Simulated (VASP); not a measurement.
# Mg4O in VASP: notebook

Mg4O is run at these levels: PBEsol; tasks: relaxation of the atoms, single point.

All numbers are computed with VASP 6.6.1; they aren't measurements. Logs are shortened: lines on timing, memory, paths and dates and some standing lists are left out, and cuts for length are marked.

### 1 The cell of the first run

The cell holds a slab with vacuum, 5 atoms: a = 3.188 Å, b = 5.108 Å, c = 19.136 Å, α = 90.00°, β = 90.00°, γ = 90.00°.

### 2 Relaxation of the atoms, PBEsol

INCAR reads:

```
SYSTEM = Mg4O
ALGO     = Normal         ! electronic algorithm
DIPOL    = 0.5 0.5 0.342
EDIFF    = 1E-7           ! SCF threshold, eV
EDIFFG   = -0.025         ! ionic threshold
ENCUT    = 520            ! plane-wave cutoff, eV
GGA      = PS             ! functional
IBRION   = 2              ! ionic algorithm
IDIPOL   = 3            
ISIF     = 2              ! what is computed and relaxed
ISMEAR   = 0              ! smearing method
LASPH    = .TRUE.         ! aspherical terms in the spheres
LCHARG   = .FALSE.        ! write CHGCAR
LDIPOL   = .TRUE.       
LREAL    = .FALSE.        ! projectors in reciprocal space
LWAVE    = .FALSE.        ! write WAVECAR
NELM     = 60             ! most SCF steps
NSW      = 36             ! ionic steps
PREC     = Accurate       ! precision mode
SIGMA    = 0.1            ! smearing width, eV
```

KPOINTS reads:

```
k-points
0
G
  8 5 1
  0 0 0
```

POSCAR reads:

```
Mg4O
1.0
    3.1881999939      0.0000000000      0.0000000000
    0.0000000000      5.1084658709      0.0000000000
    0.0000000000      0.0000000000     19.1358427726
Mg O
4 1
Selective dynamics
Direct
    0.0000000000      0.7500000000      0.2090318178  F F F
    0.5000000000      0.2500000000      0.2571276385  F F F
    0.5000000000      0.7500000000      0.3576109084  F F F
    0.0000000000      0.2500000000      0.3990335238  F F F
    0.0000000000      0.3750000000      0.4880612271  F F T
```

Potentials or basis: VASP PAW PBE potentials, release 64 (Mg, O).

Started as:

```console
> cat potpaw_PBE.64/Mg/POTCAR potpaw_PBE.64/O/POTCAR > POTCAR
> mpirun -np 1 vasp_std > vasp.out
```

OUTCAR:

```text
SYSTEM = Mg4O
   EDIFF = 1E-7
   EDIFFG = -0.025
   ENCUT = 520
   GGA = PS
   IBRION = 2
   ISIF = 2
   ISMEAR = 0
   LASPH = .TRUE.
   LREAL = .FALSE.
   NELM = 60
   NSW = 36
   PREC = Accurate

 ion  position               nearest neighbor table
   1  0.000  0.750  0.209-   2 3.15   2 3.15   2 3.15   2 3.15   3 3.26   3 3.26
   2  0.500  0.250  0.257-   1 3.15   1 3.15   1 3.15   1 3.15   4 3.15   4 3.15   3 3.20   3 3.20

   3  0.500  0.750  0.358-   4 3.11   4 3.11   4 3.11   4 3.11   2 3.20   2 3.20   1 3.26   1 3.26

   4  0.000  0.250  0.399-   5 1.82   3 3.11   3 3.11   3 3.11   3 3.11   2 3.15   2 3.15
   5  0.000  0.375  0.488-   4 1.82

  LATTYP: Found a simple orthorhombic cell.
 ALAT       =     3.1881999939
 B/A-ratio  =     1.6023040840
 C/A-ratio  =     6.0020835610

  Lattice vectors:

 A1 = (   3.1881999939,   0.0000000000,   0.0000000000)
 A2 = (   0.0000000000,   5.1084658709,   0.0000000000)
 A3 = (   0.0000000000,   0.0000000000,  19.1358427726)

Analysis of symmetry for initial positions (statically):
=====================================================================
 Subroutine PRICEL returns:
 Original cell was already a primitive cell.

 Routine SETGRP: Setting up the symmetry group for a
 simple orthorhombic supercell.

 Subroutine GETGRP returns: Found  2 space group operations
 (whereof  2 operations were pure point group operations)
 out of a pool of  8 trial point group operations.

The static configuration has the point symmetry C_1h.

Analysis of symmetry for dynamics (positions and initial velocities):
=====================================================================
 Subroutine PRICEL returns:
 Original cell was already a primitive cell.

 Routine SETGRP: Setting up the symmetry group for a
 simple orthorhombic supercell.

 Subroutine GETGRP returns: Found  2 space group operations
 (whereof  2 operations were pure point group operations)
 out of a pool of  8 trial point group operations.

The dynamic configuration has the point symmetry C_1h.

Analysis of constrained symmetry for selective dynamics:
=====================================================================
 Subroutine PRICEL returns:
 Original cell was already a primitive cell.

 Routine SETGRP: Setting up the symmetry group for a
 simple orthorhombic supercell.

 Subroutine GETGRP returns: Found  2 space group operations
 (whereof  2 operations were pure point group operations)
 out of a pool of  8 trial point group operations.

The constrained configuration has the point symmetry C_1h.

 Subroutine INISYM returns: Found  2 space group operations
 (whereof  2 operations are pure point group operations),
 and found     1 'primitive' translations

----------------------------------------------------------------------------------------

                                     Primitive cell

  volume of cell :     311.6619

  direct lattice vectors                    reciprocal lattice vectors
     3.188199994  0.000000000  0.000000000     0.313656609  0.000000000  0.000000000
     0.000000000  5.108465871  0.000000000     0.000000000  0.195753486  0.000000000
     0.000000000  0.000000000 19.135842773     0.000000000  0.000000000  0.052257954

  length of vectors
     3.188199994  5.108465871 19.135842773     0.313656609  0.195753486  0.052257954

  position of ions in fractional coordinates (direct lattice)
     0.000000000  0.750000000  0.209031818
     0.500000000  0.250000000  0.257127639
     0.500000000  0.750000000  0.357610908
     0.000000000  0.250000000  0.399033524
     0.000000000  0.375000000  0.488061227

  ion indices of the primitive-cell ions
   primitive index   ion index
                 1           1
                 2           2
                 3           3
                 4           4
                 5           5

----------------------------------------------------------------------------------------

 KPOINTS: k-points

Automatic generation of k-mesh.
 Grid dimensions read from file:
 generate k-points for:    8    5    1

 Generating k-lattice:

  Cartesian coordinates                     Fractional coordinates (reciprocal lattice)
     0.039207076  0.000000000  0.000000000     0.125000000  0.000000000  0.000000000
     0.000000000  0.039150697  0.000000000     0.000000000  0.200000000  0.000000000
     0.000000000  0.000000000  0.052257954     0.000000000  0.000000000  1.000000000

  Length of vectors
     0.039207076  0.039150697  0.052257954

  Shift w.r.t. Gamma in fractional coordinates (k-lattice)
     0.000000000  0.000000000  0.000000000

 Subroutine IBZKPT returns following result:
 ===========================================

 Found     15 irreducible k-points:

 Following reciprocal coordinates:
            Coordinates               Weight
  0.000000  0.000000  0.000000      1.000000
  0.125000  0.000000  0.000000      2.000000
  0.250000  0.000000  0.000000      2.000000
  0.375000  0.000000  0.000000      2.000000
  0.500000  0.000000  0.000000      1.000000
  0.000000  0.200000  0.000000      2.000000
  0.125000  0.200000  0.000000      4.000000
  0.250000  0.200000  0.000000      4.000000
  0.375000  0.200000  0.000000      4.000000
  0.500000  0.200000  0.000000      2.000000
  0.000000  0.400000  0.000000      2.000000
  0.125000  0.400000  0.000000      4.000000
  0.250000  0.400000  0.000000      4.000000
  0.375000  0.400000  0.000000      4.000000
  0.500000  0.400000  0.000000      2.000000
   k-points           NKPTS =     15   k-points in BZ     NKDIM =     15   number of bands    NBANDS=     11
   number of dos      NEDOS =    301   number of ions     NIONS =      5
   total plane-waves  NPLWV = 138240
   dimension x,y,z NGX =    24 NGY =   40 NGZ =  144
   dimension x,y,z NGXF=    48 NGYF=   80 NGZF=  288
   ions per type =               4   1
   NGX,Y,Z   is equivalent  to a cutoff of  12.51, 13.02, 12.51 a.u.
   NGXF,Y,Z  is equivalent  to a cutoff of  25.03, 26.03, 25.02 a.u.
 SYSTEM =  Mg4O
   PREC   = accura    normal or accurate (medium, high low for compatibility)
   ISTART =      0    job   : 0-new  1-cont  2-samecut
   ICHARG =      2    charge: 1-file 2-atom 10-const
   ISPIN  =      1    spin polarized calculation?
   LNONCOLLINEAR =      F non collinear calculations
   LSORBIT =      F    spin-orbit coupling
   LASPH  =      T    aspherical Exc in radial PAW
   ENCUT  =  520.0 eV  38.22 Ry    6.18 a.u.   5.93  9.50 35.58*2*pi/ulx,y,z
   NELM   =     60;   NELMIN=  2; NELMDL= -5     # of ELM steps
   EDIFF  = 0.1E-06   stopping-criterion for ELM
   LREAL  =      F    real-space projection
   EDIFFG = -.3E-01   stopping-criterion for IOM
   NSW    =     36    number of steps for IOM
   IBRION =      2    ionic relax: 0-MD 1-quasi-New 2-CG
   NFREE  =      1    steps in history (QN), initial steepest desc. (CG)
   ISIF   =      2    stress and relaxation
   ISYM   =      2    0-nonsym 1-usesym 2-fastsym
   POTIM  = 0.5000    time-step for ionic-motion
   TEBEG  =    0.0;   TEEND  =   0.0 temperature during run
   PSTRESS=    0.0 pullay stress
   NELECT =      14.0000    total number of electrons
   NUPDOWN=      -1.0000    fix difference up-down
   EMIN   =  10.00;   EMAX   =-10.00  energy-range for DOS
   EFERMI =   0.00;   METHOD = LEGACY
   ISMEAR =     0;   SIGMA  =   0.10  broadening in eV -4-tet -1-fermi 0-gaus
   EFERMI_NEDOS =   21; number of points for ismear=-14 and -15
   IALGO  =     38    algorithm
   IMIX   =      4    mixing-type and parameters
     AMIX     =   0.40;   BMIX     =  1.00
     AMIX_MAG =   1.60;   BMIX_MAG =  1.00
  volume/ion in A,a.u.               =      62.33       420.64
  Fermi-wavevector in a.u.,A,eV,Ry     =   0.581955  1.099736  4.607912  0.338672
  Thomas-Fermi vector in A             =   1.626667
   LORBIT       =      0    0 simple, 1 ext, 2 COOP (PROOUT), +10 PAW based schemes
   GGA     = PS    functional components
   LHFCALC =     F    Hartree Fock is set to
   AEXX    =    0.0000 exact exchange contribution
   IVDW    =     0    specifies the selected vdW correction
   LEPSILON=     F    determine dielectric tensor
   LRPA    =     F    only Hartree local field effects (RPA)
 conjugate gradient relaxation of ions
 non-spin polarized calculation
 Gauss-broadening in eV      SIGMA  =   0.10
  energy-cutoff  :      520.00
  volume of cell :      311.66
 maximum number of plane-waves:      8432
 NGX is ok and might be reduce to    24
   NGX = 11   NGY = 19   NGZ = 71

--------------------------------------- Ionic step        1  -------------------------------------------

 number of electron      14.0000002 magnetization

 Free energy of the ion-electron system (eV)
  ---------------------------------------------------
  ext. energy  EPLUGINS =         0.00000000
  ---------------------------------------------------
  free energy    TOTEN  =       -10.26790414 eV

  energy without entropy =      -10.23979907  energy(sigma->0) =      -10.25385160

------------------------ aborting loop because EDIFF is reached ----------------------------------------

  FORCE on cell =-STRESS in cart. coord.  units (eV):
  Direction    XX          YY          ZZ          XY          YZ          ZX
  --------------------------------------------------------------------------------------
  -------------------------------------------------------------------------------------
  Total       -0.1601751     -0.2505938     -1.8502309      0.0000000      1.3491875      0.0000000
  in kB       -0.8234211     -1.2882413     -9.5115845      0.0000000      6.9358429      0.0000000
  external PRESSURE =      -3.8744157 kB  Pullay stress =       0.0000000 kB
[... 63 lines left out ...]
  energy  without entropy=      -10.2500528765  energy(sigma->0) =      -10.26355665

--------------------------------------- Ionic step        3  -------------------------------------------

 number of electron      13.9999998 magnetization

 dipolmoment           0.000000      0.000000      0.461339 electrons x Angstroem

 Free energy of the ion-electron system (eV)
  ---------------------------------------------------
  ext. energy  EPLUGINS =         0.00000000
  ---------------------------------------------------
  free energy    TOTEN  =       -10.27764379 eV

  energy without entropy =      -10.25100727  energy(sigma->0) =      -10.26432553

 E-fermi :  -3.4049     XC(G=0):  -3.6339

 val. band max:       -3.4232761640   @ k =   0.3750   0.2000   0.0000
 cond. band min:      -3.3857658255   @ k =   0.2500   0.4000   0.0000
 fundamental gap:      0.0375103384
 Fermi energy:        -3.4049338507

 k-point     1 :       0.0000    0.0000    0.0000
  band No.  band energies     occupation
      1     -18.7067      2.00000
      2      -9.4342      2.00000
      3      -7.0099      2.00000
      4      -4.5348      2.00000
      5      -4.4130      2.00000
      6      -3.9332      2.00000
      7      -3.4324      1.30204
      8      -3.2033      0.00435
      9      -3.1611      0.00056
     10      -1.6794      0.00000
     11      -1.0950      0.00000
[... 183 lines left out ...]
 k-point    15 :       0.5000    0.4000    0.0000
  band No.  band energies     occupation
      1     -18.5235      2.00000
      2      -5.2310      2.00000
      3      -5.0033      2.00000
      4      -4.6741      2.00000
      5      -4.2744      2.00000
      6      -3.9718      2.00000
      7      -3.8170      2.00000
      8      -3.5264      1.91415
      9      -2.3141      0.00000
     10      -2.1110      0.00000
     11      -1.3300      0.00000

------------------------ aborting loop because EDIFF is reached ----------------------------------------

 vacuum level on the upper side and lower side of the slab       (xc-potential included)         2.395        -2.612

  FORCE on cell =-STRESS in cart. coord.  units (eV):
  Direction    XX          YY          ZZ          XY          YZ          ZX
  --------------------------------------------------------------------------------------
  -------------------------------------------------------------------------------------
  Total       -0.1193732     -0.1171808     -0.9162311      0.0000000      1.7540357      0.0000000
  in kB       -0.6136684     -0.6023979     -4.7101202      0.0000000      9.0170685      0.0000000
  external PRESSURE =      -1.9753955 kB  Pullay stress =       0.0000000 kB

 VOLUME and BASIS-vectors are now :
 -----------------------------------------------------------------------------
  energy-cutoff  :      520.00
  volume of cell :      311.66
      direct lattice vectors                 reciprocal lattice vectors
     3.188199994  0.000000000  0.000000000     0.313656609  0.000000000  0.000000000
     0.000000000  5.108465871  0.000000000     0.000000000  0.195753486  0.000000000
     0.000000000  0.000000000 19.135842773     0.000000000  0.000000000  0.052257954
[... 11 lines left out ...]
  FREE ENERGIE OF THE ION-ELECTRON SYSTEM (eV)
  ---------------------------------------------------
  free  energy   TOTEN  =       -10.2776437869 eV

  energy  without entropy=      -10.2510072748  energy(sigma->0) =      -10.26432553

 reached required accuracy - stopping structural energy minimisation

 vacuum level on the upper side and lower side of the slab         5.122        -0.033
```

Wall time 1.9 min (1 thread of Intel Xeon 6975P-C (Granite Rapids), shared host); peak memory 0.41 GiB.

What came out:

- Free energy: -10.2776 eV
- Energy gained by relaxing: 1.9 meV/atom
- Ionic steps: 3
- Band gap on the k mesh: zero (bands 7 and 8 overlap by 0.30 eV)

Step by step:
```tsv
step	energy change (eV)	largest force on free atoms (eV/Å)	pressure (GPa)
1	0.0000	0.5466	-0.39
2	-0.0092	0.1391	-0.25
3	-0.0097	0.0003	-0.20
```

Final structure:
```
CELL_PARAMETERS angstrom
3.18820 0.00000 0.00000
0.00000 5.10847 0.00000
0.00000 0.00000 19.13584
ATOMIC_POSITIONS crystal
Mg 0.00000 0.75000 0.20903
Mg 0.50000 0.25000 0.25713
Mg 0.50000 0.75000 0.35761
Mg 0.00000 0.25000 0.39903
O 0.00000 0.37500 0.48625
```

Levels at points of the mesh, in eV from the Fermi level:
| k point | band 3 | band 4 | band 5 | band 6 | band 7 | band 8 | band 9 | band 10 | band 11 |
| --- | --- | --- | --- | --- | --- | --- | --- | --- | --- |
| (0.00, 0.00, 0.00) | -3.60 | -1.13 | -1.01 | -0.53 | -0.03 | 0.20 | 0.24 | 1.73 | 2.31 |
| (0.50, 0.00, 0.00) | -2.41 | -1.39 | -0.85 | -0.36 | 0.12 | 0.48 | 2.47 | 2.82 | 3.02 |

Caveat: the PAW data sets were made with another functional, which shifts forces and pressure a little.

(Part 1 of 3 ends here.)
